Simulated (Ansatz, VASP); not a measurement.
**C2N in VASP and in Ansatz**

INCAR

```
PREC = Accurate
ENCUT = 520
EDIFF = 1E-6
ISMEAR = 0
SIGMA = 0.1
LREAL = F
LASPH = T
NELM = 150
ALGO = Normal
ISIF = 2
LWAVE = F
LCHARG = T
ISPIN = 2
MAGMOM = 1 1 1 1 1 1
LORBIT = 11
GGA = PE
LELF = T
LVHAR = T
NBANDS = 26
```

The input KPOINTS:

```
regular mesh
0
Gamma
  8 8 2
```

Contents of POSCAR:

```
C2N
1.0
    2.4170909649      0.0000000000      0.0000000000
    0.0000000000      2.4170909649      0.0000000000
    0.0000000000      0.0000000000      8.2950601169
C N
4 2
Direct
    0.0000000000      0.0000000000      0.0000000000
    0.5000000000      0.5000000000      0.0000000000
    0.0000000000      0.5000000000      0.4117674997
    0.5000000000      0.0000000000      0.5882325003
    0.0000000000      0.5000000000      0.5920450580
    0.5000000000      0.0000000000      0.4079549420
```

Input for Ansatz:

```yaml
crystal:
  lattice:
    - [2.4170909649, 0.0, 0.0]
    - [0.0, 2.4170909649, 0.0]
    - [0.0, 0.0, 8.2950601169]
  atoms:
    - { symbol: C, position: [0.0, 0.0, 0.0], spin: 1.0 }
    - { symbol: C, position: [0.5, 0.5, 0.0], spin: 1.0 }
    - { symbol: C, position: [0.0, 0.5, 0.4117674997], spin: 1.0 }
    - { symbol: C, position: [0.5, 0.0, 0.5882325003], spin: 1.0 }
    - { symbol: "N", position: [0.0, 0.5, 0.592045058], spin: 1.0 }
    - { symbol: "N", position: [0.5, 0.0, 0.407954942], spin: 1.0 }
basis:
  ecutwfc: 420
kpoints:
  mp_grid: { grid: [8, 8, 2] }
hamiltonian:
  xc: pbe
scf:
  occupations: { method: gaussian, width: 0.1 }
  lower_state_search: "off"
output:
  forces: true
  stress: true
  eigenvalues: true
  populations: true
magnetization:
  spin_polarized: true
```

Change from the starting cell: species swapped into the YTe2 type (P4/nmm, No. 129).

Alike in both runs: task single point; functional PBE; k mesh 8 × 8 × 2; occupations gaussian, width 0.1 eV; collinear spin.

|  | VASP | Ansatz |
| --- | --- | --- |
| version | VASP 6.6.1 | Ansatz 0.2.0 |
| potentials or method | VASP PAW PBE potentials, release 64 (C, N), cutoff 520 eV | scalar-relativistic, plane waves, PAW |
| valence electrons in the cell | 26 | 26 |

VASP gave:

| Property | Result |
| --- | --- |
| gap on the k mesh at the Fermi level (eV) | none |
| pressure (GPa) | 0.5 |
| traceless stress, the component that is largest in VASP (GPa) | 2.50 |
| rms of the force components (eV/Å) | 0.131 |
| net moment per atom (μB) | 0.00 |

Problem. Which values does Ansatz return?

Solution. gap on the k mesh at the Fermi level (eV): none; pressure (GPa): 0.2; traceless stress, the component that is largest in VASP (GPa): 2.08; rms of the force components (eV/Å): 0.089; net moment per atom (μB): 0.00.

Atom by atom the forces differ by 0.043 eV/Å (rms over components). A gap of «none» marks a metal or a gap that the smearing closes. The functional is the same, so the differences come from potentials, cutoffs and numerics. Ansatz's warnings: seeded moment not kept.

The k mesh is coarse, so the values compare programs but aren't converged.
